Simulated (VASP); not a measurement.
# CuO in VASP: notebook

The runs below take CuO through single point, with PBEsol.

All numbers are computed with VASP 6.6.1; they aren't measurements. Logs are shortened: lines on timing, memory, paths and dates and some standing lists are left out, and cuts for length are marked.

**1. The cell of the first run**

The typed cell holds 4 atoms: a = 3.023 Å, b = 3.023 Å, c = 5.135 Å, α = 90.00°, β = 90.00°, γ = 89.98°.

**2. Single point, PBEsol (volume scaled by 1.10, then relaxed in part)**

File INCAR:

```
PREC = Accurate
ENCUT = 520
EDIFF = 1E-6
ISMEAR = 0
SIGMA = 0.1
LREAL = False
LASPH = True
NELM = 80
ALGO = Normal
ISIF = 2
LWAVE = False
LCHARG = False
GGA = PS
NBANDS = 25
```

File KPOINTS:

```
regular mesh
0
Gamma
  16 16 8
```

File POSCAR:

```
CuO
1.0
    2.1313880473     -2.1369579944      0.1665743699
    2.1313880473      2.1369579944      0.1665743699
   -0.4002550419      0.0000000000      5.1189051617
Cu O
2 2
Direct
    0.0000000000      0.5000000000      0.0000000000
    0.5000000000      0.0000000000      0.5000000000
    0.5000069151      0.4999930849      0.2500000000
    0.4999930849      0.5000069151      0.7500000000
```

Potentials or basis: VASP PAW PBE potentials, release 64 (Cu, O).

The run is started by

```sh
$ cat potpaw_PBE.64/Cu/POTCAR potpaw_PBE.64/O/POTCAR > POTCAR
$ mpirun -np 1 vasp_std > vasp.out
```

OUTCAR:

```text
PREC = Accurate
   ENCUT = 520
   EDIFF = 1E-6
   ISMEAR = 0
   LREAL = False
   LASPH = True
   NELM = 80
   ISIF = 2
   GGA = PS

 ion  position               nearest neighbor table
   1  0.000  0.500  0.000-   3 1.98   4 1.98   4 1.98   3 1.98
   2  0.500  0.000  0.500-   4 1.98   3 1.98   4 1.98   3 1.98
   3  0.500  0.500  0.250-   2 1.98   1 1.98   2 1.98   1 1.98
   4  0.500  0.500  0.750-   1 1.98   2 1.98   2 1.98   1 1.98

  LATTYP: Found a base centered monoclinic cell.
 ALAT       =     4.2757745632
 B/A-ratio  =     0.9995653245
 C/A-ratio  =     1.2008419804
 COS(beta)  =    -0.0000382990

  Lattice vectors:

 A1 = (   2.1313880473,  -2.1369579944,   0.1665743699)
 A2 = (   2.1313880473,   2.1369579944,   0.1665743699)
 A3 = (  -0.4002550419,   0.0000000000,   5.1189051617)

Analysis of symmetry for initial positions (statically):
=====================================================================
 Subroutine PRICEL returns:
 Original cell was already a primitive cell.

 Routine SETGRP: Setting up the symmetry group for a
 base centered monoclinic supercell.

 Subroutine GETGRP returns: Found  4 space group operations
 (whereof  2 operations were pure point group operations)
 out of a pool of  4 trial point group operations.

The static configuration has the point symmetry S_2 .
 The point group associated with its full space group is C_2h.

Analysis of symmetry for dynamics (positions and initial velocities):
=====================================================================
 Subroutine PRICEL returns:
 Original cell was already a primitive cell.

 Routine SETGRP: Setting up the symmetry group for a
 base centered monoclinic supercell.

 Subroutine GETGRP returns: Found  4 space group operations
 (whereof  2 operations were pure point group operations)
 out of a pool of  4 trial point group operations.

The dynamic configuration has the point symmetry S_2 .
 The point group associated with its full space group is C_2h.

 Subroutine INISYM returns: Found  4 space group operations
 (whereof  2 operations are pure point group operations),
 and found     1 'primitive' translations

----------------------------------------------------------------------------------------

                                     Primitive cell

  volume of cell :      46.9150

  direct lattice vectors                    reciprocal lattice vectors
[... 89 lines left out ...]
   ENCUT  =  520.0 eV  38.22 Ry    6.18 a.u.   5.62  5.62  9.55*2*pi/ulx,y,z
   NELM   =     80;   NELMIN=  2; NELMDL= -5     # of ELM steps
   EDIFF  = 0.1E-05   stopping-criterion for ELM
   LREAL  =      F    real-space projection
   EDIFFG = 0.1E-04   stopping-criterion for IOM
   NSW    =      0    number of steps for IOM
   IBRION =     -1    ionic relax: 0-MD 1-quasi-New 2-CG
   NFREE  =      0    steps in history (QN), initial steepest desc. (CG)
   ISIF   =      2    stress and relaxation
   ISYM   =      2    0-nonsym 1-usesym 2-fastsym
   POTIM  = 0.5000    time-step for ionic-motion
   TEBEG  =    0.0;   TEEND  =   0.0 temperature during run
   PSTRESS=    0.0 pullay stress
   NELECT =      34.0000    total number of electrons
   NUPDOWN=      -1.0000    fix difference up-down
   EMIN   =  10.00;   EMAX   =-10.00  energy-range for DOS
   EFERMI =   0.00;   METHOD = LEGACY
   ISMEAR =     0;   SIGMA  =   0.10  broadening in eV -4-tet -1-fermi 0-gaus
   EFERMI_NEDOS =   21; number of points for ismear=-14 and -15
   IALGO  =     38    algorithm
   IMIX   =      4    mixing-type and parameters
     AMIX     =   0.40;   BMIX     =  1.00
     AMIX_MAG =   1.60;   BMIX_MAG =  1.00
  volume/ion in A,a.u.               =      11.73        79.15
  Fermi-wavevector in a.u.,A,eV,Ry     =   1.470496  2.778835 29.420692  2.162360
  Thomas-Fermi vector in A             =   2.585746
   LORBIT       =      0    0 simple, 1 ext, 2 COOP (PROOUT), +10 PAW based schemes
   GGA     = PS    functional components
   LHFCALC =     F    Hartree Fock is set to
   AEXX    =    0.0000 exact exchange contribution
   IVDW    =     0    specifies the selected vdW correction
   LEPSILON=     F    determine dielectric tensor
   LRPA    =     F    only Hartree local field effects (RPA)
 non-spin polarized calculation
 Gauss-broadening in eV      SIGMA  =   0.10
  energy-cutoff  :      520.00
  volume of cell :       46.91
 maximum number of plane-waves:      1280
   NGX = 11   NGY = 11   NGZ = 19

 number of electron      33.9999989 magnetization

 Free energy of the ion-electron system (eV)
  ---------------------------------------------------
  ext. energy  EPLUGINS =         0.00000000
  ---------------------------------------------------
  free energy    TOTEN  =       -21.32923655 eV

  energy without entropy =      -21.31801794  energy(sigma->0) =      -21.32362724

 E-fermi :   4.0643     XC(G=0): -11.2674

 val. band max:        4.0640712589   @ k =  -0.2500   0.4375   0.3750
 cond. band min:       4.0647163891   @ k =  -0.3750   0.1875   0.5000
 fundamental gap:      0.0006451303
 Fermi energy:         4.0642968618

 k-point     1 :       0.0000    0.0000    0.0000
  band No.  band energies     occupation
      1     -15.2601      2.00000
      2     -13.9563      2.00000
      3      -3.6074      2.00000
      4      -1.1135      2.00000
      5      -1.1126      2.00000
      6       0.5880      2.00000
[... 661 lines left out ...]
     24      18.1764      0.00000
     25      18.2344      0.00000

 [... further k-points ...]

------------------------ aborting loop because EDIFF is reached ----------------------------------------

  FORCE on cell =-STRESS in cart. coord.  units (eV):
  Direction    XX          YY          ZZ          XY          YZ          ZX
  --------------------------------------------------------------------------------------
  -------------------------------------------------------------------------------------
  Total       -3.4190657     -3.4157622     -3.3562468      0.0000000      0.0000000     -0.0046873
  in kB     -116.7633613   -116.6505429   -114.6180511      0.0000000      0.0000000     -0.1600738
  external PRESSURE =    -116.0106518 kB  Pullay stress =       0.0000000 kB

 VOLUME and BASIS-vectors are now :
 -----------------------------------------------------------------------------
  energy-cutoff  :      520.00
  volume of cell :       46.91
      direct lattice vectors                 reciprocal lattice vectors
     2.131388047 -2.136957994  0.166574370     0.233164068 -0.233977458  0.018231456
     2.131388047  2.136957994  0.166574370     0.233164068  0.233977458  0.018231456
    -0.400255042  0.000000000  5.118905162    -0.015174791  0.000000000  0.194167734

 POSITION                                       TOTAL-FORCE (eV/Angst)
 -----------------------------------------------------------------------------------
      1.06569      1.06848      0.08329         0.000000      0.000000     -0.000000
      0.86557     -1.06848      2.64274         0.000000     -0.000000     -0.000000
      2.03132     -0.00003      1.44630         0.000000     -0.000003      0.000000
      1.83120      0.00003      4.00575        -0.000000      0.000003     -0.000000
 -----------------------------------------------------------------------------------
    total drift:                                0.000000     -0.000000     -0.000000

  FREE ENERGIE OF THE ION-ELECTRON SYSTEM (eV)
  ---------------------------------------------------
  free  energy   TOTEN  =       -21.3292365458 eV

  energy  without entropy=      -21.3180179441  energy(sigma->0) =      -21.32362724
```

stdout:

```text
POSCAR found type information on POSCAR CuO
 POSCAR found :  2 types and       4 ions
 scaLAPACK will be used
 -----------------------------------------------------------------------------
|                                                                             |
|                                                                             |
|     You enforced a specific xc type in the INCAR file but a different       |
|     I HOPE YOU KNOW WHAT YOU ARE DOING!                                     |
|                                                                             |
 -----------------------------------------------------------------------------

 LDA part: xc-table for (Slater+PW92), standard interpolation
 POSCAR, INCAR and KPOINTS ok, starting setup
 FFT: planning ... GRIDC
 FFT: planning ... GRID_SOFT
 FFT: planning ... GRID
 WAVECAR not read
 entering main loop
```

It took 4.5 min on 1 thread of Intel Xeon 6975P-C (Granite Rapids), shared host; peak memory 0.58 GiB.

What came out:

```
Free energy            : -21.3292 eV
Pressure               : -11.6 GPa
Band gap on the k mesh : zero (band 17 reaches 4.73 eV, above the bottom of band 18 at 3.49 eV)
```

Stress tensor (GPa, compression positive):
```
-11.68   0.00  -0.02
  0.00 -11.67   0.00
 -0.02   0.00 -11.46
```

Levels at points of the mesh, in eV from the Fermi level:
```tsv
k point	band 13	band 14	band 15	band 16	band 17	band 18	band 19	band 20	band 21	band 22
(0.00, 0.00, 0.00)	-2.24	-2.15	-2.06	-1.70	0.66	0.66	1.20	5.85	7.09	12.46
(0.50, 0.00, 0.00)	-2.19	-1.76	-1.49	-1.42	0.21	0.47	3.87	5.56	6.04	10.48
(0.50, 0.50, 0.00)	-2.25	-2.21	-1.61	-1.17	-1.17	1.04	2.09	7.22	9.38	9.39
(0.00, 0.00, 0.50)	-2.08	-2.08	-1.49	-1.49	0.12	0.12	3.24	3.24	11.44	11.44
(0.50, 0.00, 0.50)	-2.25	-2.19	-1.91	-1.75	-0.24	0.66	4.32	5.65	7.92	8.09
(0.50, 0.50, 0.50)	-1.73	-1.73	-1.38	-1.38	-0.58	-0.58	3.95	3.95	9.83	9.83
```

Caveat: the PAW data sets were made with another functional, which shifts forces and pressure a little; semilocal functionals often make such compounds metallic where correlation or magnetic order opens a gap, which also shifts bond lengths.

**3. Single point, PBEsol (volume scaled by 1.03, then relaxed in part)**

File INCAR:

```
SYSTEM = CuO
ALGO = Normal ; EDIFF = 1E-6
ENCUT = 520 ; GGA = PS
ISIF = 2 ; ISMEAR = 0
LASPH = .True. ; LCHARG = .False.
LREAL = .False. ; LWAVE = .False.
NBANDS = 25 ; NELM = 100
PREC = Accurate ; SIGMA = 0.1
```

File KPOINTS:

```
k-points
0
Gamma
  16 16 8
  0 0 0
```

File POSCAR:

```
CuO
1.0
    2.0708971835     -2.0724767184      0.1617564318
    2.0708971835      2.0724767184      0.1617564318
   -0.3979465468      0.0000000000      5.0866516263
Cu O
2 2
Direct
    0.0000000000      0.5000000000      0.0000000000
    0.5000000000      0.0000000000      0.5000000000
    0.5000284595      0.4999715405      0.2500000000
    0.4999715405      0.5000284595      0.7500000000
```

Potentials or basis: VASP PAW PBE potentials, release 64 (Cu, O).

The run is started by

```sh
$ cat potpaw_PBE.64/Cu/POTCAR potpaw_PBE.64/O/POTCAR > POTCAR
$ mpirun -np 1 vasp_std > vasp.out
```

OUTCAR:

```text
SYSTEM = CuO
   EDIFF = 1E-6
   ENCUT = 520
   GGA = PS
   ISIF = 2
   ISMEAR = 0
   LASPH = .True.
   LREAL = .False.
   NELM = 100
   PREC = Accurate

 ion  position               nearest neighbor table
   1  0.000  0.500  0.000-   3 1.94   4 1.94   4 1.94   3 1.94
   2  0.500  0.000  0.500-   4 1.94   3 1.94   4 1.94   3 1.94
   3  0.500  0.500  0.250-   2 1.94   1 1.94   2 1.94   1 1.94
   4  0.500  0.500  0.750-   1 1.94   2 1.94   2 1.94   1 1.94

  LATTYP: Found a base centered monoclinic cell.
 ALAT       =     4.1544098439
 B/A-ratio  =     0.9977237664
 C/A-ratio  =     1.2281393621
 COS(beta)  =    -0.0001233939

  Lattice vectors:

 A1 = (   2.0708971835,  -2.0724767184,   0.1617564318)
 A2 = (   2.0708971835,   2.0724767184,   0.1617564318)
 A3 = (  -0.3979465468,   0.0000000000,   5.0866516263)

Analysis of symmetry for initial positions (statically):
=====================================================================
 Subroutine PRICEL returns:
[... 174 lines left out ...]
  free energy    TOTEN  =       -21.47198264 eV

  energy without entropy =      -21.46013711  energy(sigma->0) =      -21.46605988

 E-fermi :   4.8587     XC(G=0): -11.6375

 val. band max:        4.8586808119   @ k =   0.1875   0.1250   0.1250
 cond. band min:       4.8593075032   @ k =  -0.1250   0.1250   0.2500
 fundamental gap:      0.0006266913
 Fermi energy:         4.8587116237

 k-point     1 :       0.0000    0.0000    0.0000
  band No.  band energies     occupation
      1     -14.9895      2.00000
      2     -13.5941      2.00000
      3      -3.4255      2.00000
      4      -0.7046      2.00000
      5      -0.6997      2.00000
      6       1.0407      2.00000
[... 661 lines left out ...]
     24      19.4454      0.00000
     25      19.5491      0.00000

 [... further k-points ...]

------------------------ aborting loop because EDIFF is reached ----------------------------------------

  FORCE on cell =-STRESS in cart. coord.  units (eV):
  Direction    XX          YY          ZZ          XY          YZ          ZX
  --------------------------------------------------------------------------------------
  -------------------------------------------------------------------------------------
  Total       -1.0325879     -1.0221913     -0.9429036      0.0000000      0.0000000     -0.0064281
  in kB      -37.6601154    -37.2809346    -34.3891840      0.0000000      0.0000000     -0.2344424
  external PRESSURE =     -36.4434114 kB  Pullay stress =       0.0000000 kB

 VOLUME and BASIS-vectors are now :
 -----------------------------------------------------------------------------
  energy-cutoff  :      520.00
  volume of cell :       43.93
      direct lattice vectors                 reciprocal lattice vectors
     2.070897184 -2.072476718  0.161756432     0.239974817 -0.241257234  0.018774069
     2.070897184  2.072476718  0.161756432     0.239974817  0.241257234  0.018774069
    -0.397946547  0.000000000  5.086651626    -0.015262484  0.000000000  0.195398942

 POSITION                                       TOTAL-FORCE (eV/Angst)
 -----------------------------------------------------------------------------------
      1.03545      1.03624      0.08088        -0.000000     -0.000000     -0.000000
      0.83648     -1.03624      2.62420        -0.000000     -0.000000     -0.000000
      1.97141     -0.00012      1.43342        -0.000000     -0.000069     -0.000000
      1.77244      0.00012      3.97675         0.000000      0.000069      0.000000
 -----------------------------------------------------------------------------------
    total drift:                                0.000000      0.000000     -0.000000

  FREE ENERGIE OF THE ION-ELECTRON SYSTEM (eV)
  ---------------------------------------------------
  free  energy   TOTEN  =       -21.4719826434 eV

  energy  without entropy=      -21.4601371146  energy(sigma->0) =      -21.46605988
```

Wall time 3.3 min (1 thread of Intel Xeon Platinum 8559C (Emerald Rapids), shared host); peak memory 0.56 GiB.

What came out:

```yaml
Free_energy: -21.4720 eV
Pressure: -3.6 GPa
Band_gap_on_the_k_mesh: zero (band 17 reaches 5.54 eV, above the bottom of band 18 at 4.31 eV)
```

Caveat: the PAW data sets were made with another functional, which shifts forces and pressure a little; semilocal functionals often make such compounds metallic where correlation or magnetic order opens a gap, which also shifts bond lengths.

**4. Single point, PBEsol (volume scaled by 1.06, then relaxed in part)**

File INCAR:

```
  PREC = Accurate
  ENCUT = 520
  EDIFF = 1E-6
  ISMEAR = 0
  SIGMA = 0.1
  LREAL = F
  LASPH = T
  NELM = 100
  ALGO = Normal
  ISIF = 2
  LWAVE = F
  LCHARG = F
  GGA = PS
  NBANDS = 25
```

File KPOINTS:

```
Automatic mesh
0
Gamma
  16 16 8
```

File POSCAR:

```
CuO
1.0
    2.0971405390     -2.1012573769      0.1638615823
    2.0971405390      2.1012573769      0.1638615823
   -0.3987438115      0.0000000000      5.0984951618
Cu O
2 2
Direct
    0.0000000000      0.5000000000      0.0000000000
    0.5000000000      0.0000000000      0.5000000000
    0.5000157787      0.4999842213      0.2500000000
    0.4999842213      0.5000157787      0.7500000000
```

The run is started by

```sh
$ cat potpaw_PBE.64/Cu/POTCAR potpaw_PBE.64/O/POTCAR > POTCAR
$ mpirun -np 1 vasp_std > vasp.out
```

It took 3.8 min on 1 thread of Intel Xeon Platinum 8559C (Emerald Rapids), shared host; peak memory 0.57 GiB.

Results (log left out):

```
Free energy            : -21.4290 eV
Pressure               : -7.4 GPa
Band gap on the k mesh : zero (band 17 reaches 5.18 eV, above the bottom of band 18 at 3.95 eV)
```

Stress tensor (GPa, compression positive):
```
-7.46  0.00 -0.02
 0.00 -7.44  0.00
-0.02  0.00 -7.18
```

Levels at points of the mesh, in eV from the Fermi level:
```csv
k point,band 13,band 14,band 15,band 16,band 17,band 18,band 19,band 20,band 21,band 22
"(0.00, 0.00, 0.00)",-2.34,-2.28,-2.25,-1.81,0.67,0.68,1.29,5.90,7.22,12.74
"(0.50, 0.00, 0.00)",-2.27,-1.84,-1.55,-1.48,0.21,0.47,3.74,5.70,6.24,10.65
"(0.50, 0.50, 0.00)",-2.33,-2.33,-1.63,-1.20,-1.20,1.09,2.00,7.19,9.62,9.63
"(0.00, 0.00, 0.50)",-2.20,-2.20,-1.54,-1.54,0.10,0.10,3.34,3.34,11.56,11.56
"(0.50, 0.00, 0.50)",-2.34,-2.30,-2.00,-1.81,-0.21,0.67,4.27,5.76,8.03,8.44
"(0.50, 0.50, 0.50)",-1.84,-1.84,-1.42,-1.42,-0.56,-0.56,3.89,3.89,10.20,10.20
```

Caveat: the PAW data sets were made with another functional, which shifts forces and pressure a little; semilocal functionals often make such compounds metallic where correlation or magnetic order opens a gap, which also shifts bond lengths.

(Part 1 of 2 ends here.)
